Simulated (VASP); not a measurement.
# SiC (Cm) in VASP: single point with PBE

Aim: the single point of SiC with PBE.

Everything below comes from runs of VASP 6.6.1. Logs are shortened: lines on timing, memory, paths and dates and some standing lists are left out, and cuts for length are marked.

## (1) The cell of the first run

Symmetry: Cm, No. 8, monoclinic system. Conventional cell: a = 5.355 Å, b = 3.092 Å, c = 5.074 Å, α = 90.00°, β = 90.00°, γ = 90.00°. Si (site symmetry m) has 4 C at 1.85 to 1.89 Å within 2.5 Å. Within 2.4 Å of Si (site symmetry m) lie 4 C at 1.84 to 2.09 Å. C (site symmetry m) has 4 Si at 1.84 to 2.09 Å within 2.4 Å. Within 2.5 Å of C (site symmetry m) lie 4 Si at 1.89 to 1.91 Å.

## (2) Single point, PBE (atom 3 (C) moved -0.200 Å towards its neighbour atom 2 (Si) at 1.893 Å)

The input, INCAR:

```
SYSTEM = SiC
PREC = Accurate ; ENCUT = 520
EDIFF = 1E-6 ; ISMEAR = 0
SIGMA = 0.05 ; LREAL = .FALSE.
LASPH = .TRUE. ; NELM = 60
ALGO = Normal ; ISIF = 2
LWAVE = .FALSE. ; LCHARG = .FALSE.
GGA = PE ; NBANDS = 16
```

The input, KPOINTS:

```
regular mesh
0
G
  12 12 6
  0 0 0
```

The input, POSCAR:

```
SiC
1.0
    3.0919867344      0.0000000000      0.0000000000
   -1.5459933672      2.6777390602      0.0000000000
    0.0000000000      0.0000000000      5.0737646004
Si C
2 2
Direct
    0.3333333333      0.6666666667      0.0045636718
    0.6666666667      0.3333333333      0.5045636718
    0.4037684252      0.7018842126      0.3673219469
    0.6666666667      0.3333333333      0.8804363282
```

Potentials or basis: VASP PAW PBE potentials, release 64 (Si, C).

The run is started by

```sh
$ cat potpaw_PBE.64/Si/POTCAR potpaw_PBE.64/C/POTCAR > POTCAR
$ mpirun -np 1 vasp_std > vasp.out
```

OUTCAR:

```text
SYSTEM = SiC
   PREC = Accurate
   ENCUT = 520
   EDIFF = 1E-6
   ISMEAR = 0
   LREAL = .FALSE.
   LASPH = .TRUE.
   NELM = 60
   ISIF = 2
   GGA = PE

 ion  position               nearest neighbor table
   1  0.333  0.667  0.005-   3 1.85   4 1.89   4 1.89   4 1.89   2 3.10   2 3.10   2 3.10   2 3.10
                             2 3.10   2 3.10
   2  0.667  0.333  0.505-   3 1.84   3 1.84   4 1.91   3 2.09   1 3.10   1 3.10   1 3.10   1 3.10
                             1 3.10   1 3.10
   3  0.404  0.702  0.367-   2 1.84   2 1.84   1 1.85   2 2.09
   4  0.667  0.333  0.880-   1 1.89   1 1.89   1 1.89   2 1.91

  LATTYP: Found a hexagonal cell.
 ALAT       =     3.0919867344
 C/A-ratio  =     1.6409399639

  Lattice vectors:

 A1 = (   3.0919867344,   0.0000000000,   0.0000000000)
 A2 = (  -1.5459933672,   2.6777390602,   0.0000000000)
 A3 = (   0.0000000000,   0.0000000000,   5.0737646004)

Analysis of symmetry for initial positions (statically):
=====================================================================
 Subroutine PRICEL returns:
 Original cell was already a primitive cell.

 Routine SETGRP: Setting up the symmetry group for a
 hexagonal supercell.

 Subroutine GETGRP returns: Found  2 space group operations
 (whereof  2 operations were pure point group operations)
 out of a pool of 24 trial point group operations.

The static configuration has the point symmetry C_1h.

Analysis of symmetry for dynamics (positions and initial velocities):
=====================================================================
 Subroutine PRICEL returns:
 Original cell was already a primitive cell.

 Routine SETGRP: Setting up the symmetry group for a
 hexagonal supercell.

 Subroutine GETGRP returns: Found  2 space group operations
 (whereof  2 operations were pure point group operations)
 out of a pool of 24 trial point group operations.

The dynamic configuration has the point symmetry C_1h.

 Subroutine INISYM returns: Found  2 space group operations
 (whereof  2 operations are pure point group operations),
 and found     1 'primitive' translations

----------------------------------------------------------------------------------------

                                     Primitive cell

  volume of cell :      42.0084

  direct lattice vectors                    reciprocal lattice vectors
     3.091986734  0.000000000  0.000000000     0.323416653  0.186724692  0.000000000
    -1.545993367  2.677739060  0.000000000     0.000000000  0.373449383  0.000000000
     0.000000000  0.000000000  5.073764600     0.000000000  0.000000000  0.197092313

  length of vectors
     3.091986734  3.091986734  5.073764600     0.373449383  0.373449383  0.197092313

  position of ions in fractional coordinates (direct lattice)
     0.333333333  0.666666667  0.004563672
     0.666666667  0.333333333  0.504563672
     0.403768425  0.701884213  0.367321947
     0.666666667  0.333333333  0.880436328

  ion indices of the primitive-cell ions
   primitive index   ion index
                 1           1
                 2           2
                 3           3
                 4           4

----------------------------------------------------------------------------------------

 KPOINTS: regular mesh

Automatic generation of k-mesh.
 Grid dimensions read from file:
 generate k-points for:   12   12    6

 Generating k-lattice:

  Cartesian coordinates                     Fractional coordinates (reciprocal lattice)
     0.026951388  0.015560391  0.000000000     0.083333333  0.000000000  0.000000000
     0.000000000  0.031120782  0.000000000     0.000000000  0.083333333  0.000000000
     0.000000000  0.000000000  0.032848719     0.000000000  0.000000000  0.166666667

  Length of vectors
     0.031120782  0.031120782  0.032848719

  Shift w.r.t. Gamma in fractional coordinates (k-lattice)
     0.000000000  0.000000000  0.000000000

 Subroutine IBZKPT returns following result:
 ===========================================

 Found    242 irreducible k-points:

 Following reciprocal coordinates:
            Coordinates               Weight
  0.000000  0.000000  0.000000      1.000000
  0.083333  0.000000  0.000000      2.000000
  0.000000  0.083333  0.000000      4.000000
  0.166667  0.000000  0.000000      2.000000
  0.000000  0.166667  0.000000      4.000000
  0.250000 -0.000000  0.000000      2.000000
[... 16 lines left out ...]
 -0.083333  0.416667  0.000000      4.000000
 -0.416667  0.333333  0.000000      4.000000
 [... further k-points ...]
   k-points           NKPTS =    242   k-points in BZ     NKDIM =    242   number of bands    NBANDS=     16
   number of dos      NEDOS =    301   number of ions     NIONS =      4
   total plane-waves  NPLWV =  23040
   dimension x,y,z NGX =    24 NGY =   24 NGZ =   40
   dimension x,y,z NGXF=    48 NGYF=   48 NGZF=   80
   ions per type =               2   2
   NGX,Y,Z   is equivalent  to a cutoff of  12.90, 12.90, 13.11 a.u.
   NGXF,Y,Z  is equivalent  to a cutoff of  25.81, 25.81, 26.21 a.u.
 SYSTEM =  SiC
   PREC   = accura    normal or accurate (medium, high low for compatibility)
   ISTART =      0    job   : 0-new  1-cont  2-samecut
   ICHARG =      2    charge: 1-file 2-atom 10-const
   ISPIN  =      1    spin polarized calculation?
   LNONCOLLINEAR =      F non collinear calculations
   LSORBIT =      F    spin-orbit coupling
   LASPH  =      T    aspherical Exc in radial PAW
   ENCUT  =  520.0 eV  38.22 Ry    6.18 a.u.   5.75  5.75  9.43*2*pi/ulx,y,z
   NELM   =     60;   NELMIN=  2; NELMDL= -5     # of ELM steps
   EDIFF  = 0.1E-05   stopping-criterion for ELM
   LREAL  =      F    real-space projection
   EDIFFG = 0.1E-04   stopping-criterion for IOM
   NSW    =      0    number of steps for IOM
   IBRION =     -1    ionic relax: 0-MD 1-quasi-New 2-CG
   NFREE  =      0    steps in history (QN), initial steepest desc. (CG)
   ISIF   =      2    stress and relaxation
   ISYM   =      2    0-nonsym 1-usesym 2-fastsym
   POTIM  = 0.5000    time-step for ionic-motion
   TEBEG  =    0.0;   TEEND  =   0.0 temperature during run
   PSTRESS=    0.0 pullay stress
   NELECT =      16.0000    total number of electrons
   NUPDOWN=      -1.0000    fix difference up-down
   EMIN   =  10.00;   EMAX   =-10.00  energy-range for DOS
   EFERMI =   0.00;   METHOD = LEGACY
   ISMEAR =     0;   SIGMA  =   0.05  broadening in eV -4-tet -1-fermi 0-gaus
   EFERMI_NEDOS =   21; number of points for ismear=-14 and -15
   IALGO  =     38    algorithm
   IMIX   =      4    mixing-type and parameters
     AMIX     =   0.40;   BMIX     =  1.00
     AMIX_MAG =   1.60;   BMIX_MAG =  1.00
  volume/ion in A,a.u.               =      10.50        70.87
  Fermi-wavevector in a.u.,A,eV,Ry     =   1.186687  2.242513 19.160071  1.408225
  Thomas-Fermi vector in A             =   2.322854
   LORBIT       =      0    0 simple, 1 ext, 2 COOP (PROOUT), +10 PAW based schemes
   GGA     = PE    functional components
   LHFCALC =     F    Hartree Fock is set to
   AEXX    =    0.0000 exact exchange contribution
   IVDW    =     0    specifies the selected vdW correction
   LEPSILON=     F    determine dielectric tensor
   LRPA    =     F    only Hartree local field effects (RPA)
 non-spin polarized calculation
 Gauss-broadening in eV      SIGMA  =   0.05
  energy-cutoff  :      520.00
  volume of cell :       42.01
 maximum number of plane-waves:      1170
   NGX = 11   NGY = 11   NGZ = 19

 number of electron      16.0000000 magnetization

 Free energy of the ion-electron system (eV)
  ---------------------------------------------------
  ext. energy  EPLUGINS =         0.00000000
  ---------------------------------------------------
  free energy    TOTEN  =       -29.81747274 eV

  energy without entropy =      -29.81747274  energy(sigma->0) =      -29.81747274

 E-fermi :   8.7691     XC(G=0): -11.2868

 val. band max:        8.5485589129   @ k =   0.0000   0.0000   0.0000
 cond. band min:      10.1944019955   @ k =   0.3333   0.3333   0.0000
 fundamental gap:      1.6458430826
 Fermi energy:         8.7690812022

 k-point     1 :       0.0000    0.0000    0.0000
  band No.  band energies     occupation
      1      -7.3726      2.00000
      2      -3.8178      2.00000
      3      -0.6408      2.00000
      4       6.3908      2.00000
      5       7.1048      2.00000
      6       7.6980      2.00000
[... 8 lines left out ...]
     15      17.6094      0.00000
     16      18.6803      0.00000

 k-point     2 :       0.0833    0.0000    0.0000
  band No.  band energies     occupation
      1      -7.2551      2.00000
      2      -3.7172      2.00000
      3      -0.5339      2.00000
      4       6.2242      2.00000
      5       6.3721      2.00000
      6       7.5623      2.00000
[... 8 lines left out ...]
     15      17.7281      0.00000
     16      17.9982      0.00000

 k-point     3 :       0.0000    0.0833    0.0000
  band No.  band energies     occupation
      1      -7.2534      2.00000
      2      -3.7172      2.00000
      3      -0.5318      2.00000
      4       5.8355      2.00000
      5       6.7946      2.00000
      6       7.5331      2.00000
[... 8 lines left out ...]
     15      17.4396      0.00000
     16      18.3774      0.00000

 k-point     4 :       0.1667    0.0000    0.0000
  band No.  band energies     occupation
      1      -6.9065      2.00000
      2      -3.4238      2.00000
      3      -0.2230      2.00000
      4       4.8261      2.00000
      5       5.8242      2.00000
      6       6.7669      2.00000
[... 8 lines left out ...]
     15      17.3430      0.00000
     16      17.9163      0.00000

 k-point     5 :       0.0000    0.1667    0.0000
  band No.  band energies     occupation
      1      -6.8985      2.00000
      2      -3.4250      2.00000
      3      -0.2141      2.00000
      4       4.4810      2.00000
      5       6.1412      2.00000
      6       6.5921      2.00000
[... 8 lines left out ...]
     15      17.3627      0.00000
     16      18.2413      0.00000

 k-point     6 :       0.2500   -0.0000    0.0000
  band No.  band energies     occupation
      1      -6.3408      2.00000
      2      -2.9721      2.00000
      3       0.2452      2.00000
      4       3.1639      2.00000
      5       5.3668      2.00000
      6       5.4403      2.00000
[... 8 lines left out ...]
     15      18.3037      0.00000
     16      18.6779      0.00000
[... 267 lines left out ...]
 k-point    21 :      -0.3333    0.2500    0.0000
  band No.  band energies     occupation
      1      -5.8749      2.00000
      2      -2.6765      2.00000
      3       0.5593      2.00000
      4       2.3834      2.00000
      5       4.1453      2.00000
      6       5.2475      2.00000
[... 8 lines left out ...]
     15      18.1365      0.00000
     16      19.4275      0.00000

 k-point    22 :       0.3333    0.0833    0.0000
  band No.  band energies     occupation
      1      -5.0994      2.00000
      2      -2.2398      2.00000
      3       0.5292      2.00000
      4       1.9229      2.00000
      5       3.4293      2.00000
      6       4.4179      2.00000
[... 8 lines left out ...]
     15      19.1954      0.00000
     16      19.8119      0.00000

 k-point    23 :      -0.0833    0.4167    0.0000
  band No.  band energies     occupation
      1      -5.0005      2.00000
      2      -2.3817      2.00000
      3       0.5423      2.00000
      4       2.0348      2.00000
      5       2.9761      2.00000
      6       4.6295      2.00000
[... 8 lines left out ...]
     15      18.9193      0.00000
     16      20.2177      0.00000

 k-point    24 :      -0.4167    0.3333    0.0000
  band No.  band energies     occupation
      1      -5.0218      2.00000
      2      -2.3546      2.00000
      3       0.5627      2.00000
      4       2.0014      2.00000
      5       3.0079      2.00000
      6       4.6820      2.00000
[... 8 lines left out ...]
     15      18.5830      0.00000
     16      19.8667      0.00000

 [... further k-points ...]

------------------------ aborting loop because EDIFF is reached ----------------------------------------

  FORCE on cell =-STRESS in cart. coord.  units (eV):
  Direction    XX          YY          ZZ          XY          YZ          ZX
  --------------------------------------------------------------------------------------
  -------------------------------------------------------------------------------------
  Total       -0.2943990      0.8428684      0.8216544     -0.9849024      0.3222939      0.5582294
  in kB      -11.2282137     32.1465346     31.3374455    -37.5636339     12.2921116     21.2905607
  external PRESSURE =      17.4185888 kB  Pullay stress =       0.0000000 kB

 VOLUME and BASIS-vectors are now :
 -----------------------------------------------------------------------------
  energy-cutoff  :      520.00
  volume of cell :       42.01
      direct lattice vectors                 reciprocal lattice vectors
     3.091986734  0.000000000  0.000000000     0.323416653  0.186724692  0.000000000
    -1.545993367  2.677739060  0.000000000     0.000000000  0.373449383  0.000000000
     0.000000000  0.000000000  5.073764600     0.000000000  0.000000000  0.197092313

 POSITION                                       TOTAL-FORCE (eV/Angst)
 -----------------------------------------------------------------------------------
     -0.00000      1.78516      0.02315         0.295984      0.170887     -0.562695
      1.54599      0.89258      2.56004         1.695366      0.978820     -0.132548
      0.16334      1.87946      1.86371        -1.977521     -1.141722      1.104841
      1.54599      0.89258      4.46713        -0.013829     -0.007984     -0.409599
 -----------------------------------------------------------------------------------
    total drift:                                0.000251      0.000145      0.000051

  FREE ENERGIE OF THE ION-ELECTRON SYSTEM (eV)
  ---------------------------------------------------
  free  energy   TOTEN  =       -29.8174727434 eV

  energy  without entropy=      -29.8174727434  energy(sigma->0) =      -29.81747274
```

Wall time 3.1 min (1 thread of Intel Xeon 8259CL, shared host); peak memory 0.26 GiB.

Results:

| Property | Result |
| --- | --- |
| Free energy | -29.8175 eV |
| Pressure | 1.7 GPa |
| Largest force | 2.537 eV/Å |
| Band gap on the k mesh | 1.65 eV (least direct gap 3.76 eV) |

Forces on the atoms (eV/Å):
```
Si   0.296  0.171 -0.563
Si   1.695  0.979 -0.133
C   -1.978 -1.142  1.105
C   -0.014 -0.008 -0.410
```

Caveat: the cell differs from its parent crystal (atom 3 (C) moved -0.200 Å towards its neighbour atom 2 (Si) at 1.893 Å); forces of over 1 eV/Å act on the atoms, so gaps and moduli don't describe the material at rest.
